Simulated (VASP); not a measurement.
# LiF: single point with LDA

The system is LiF.

```xyz
4
Lattice="3.1329 0.0000 0.0000 -1.5665 2.7132 0.0000 0.0000 0.0000 5.0553" Properties=species:S:1:pos:R:3 pbc="T T T"
Li    0.0000    1.8088    1.9411
Li    1.5665    0.9044    4.4688
F     0.0000    1.8088    5.0099
F     1.5665    0.9044    2.4823
```

This cell differs from its parent crystal: volume 10.743 Å^3 an atom, c/a of the conventional cell 1.6136.

```
Program             : VASP 6.6.1
Task                : single point
Functional          : LDA
Potentials or basis : VASP PAW LDA potentials, release 64 (Li_sv, F)
Cutoff              : 520 eV
k mesh              : 9 × 9 × 6
Occupations         : gaussian, width 0.05 eV
Spin                : no spin polarisation
```

| Item | Value |
| --- | --- |
| Largest force | 0.108 eV/Å |
| Band gap on the k mesh | 7.09 eV, direct |

Forces on the atoms (eV/Å):
```
Li   0.000  0.000 -0.108
Li   0.000  0.000 -0.108
F    0.000  0.000  0.108
F    0.000  0.000  0.108
```

Levels at points of the mesh, in eV from the valence-band top:
```tsv
k point	band 6	band 7	band 8	band 9	band 10	band 11	band 12	band 13	band 14	band 15
(0.00, 0.00, 0.00)	-0.40	-0.40	-0.15	-0.15	0.00	7.09	11.06	14.06	17.73	17.73
(0.00, 0.00, 0.50)	-1.08	-0.27	-0.27	-0.27	-0.27	8.70	8.70	16.29	16.29	17.97
```

It took 26 s on 1 thread of AMD EPYC 9R45 96-Core Processor (Zen 5), on a shared host, peak memory 0.12 GiB.

 A k mesh can miss the band edges.
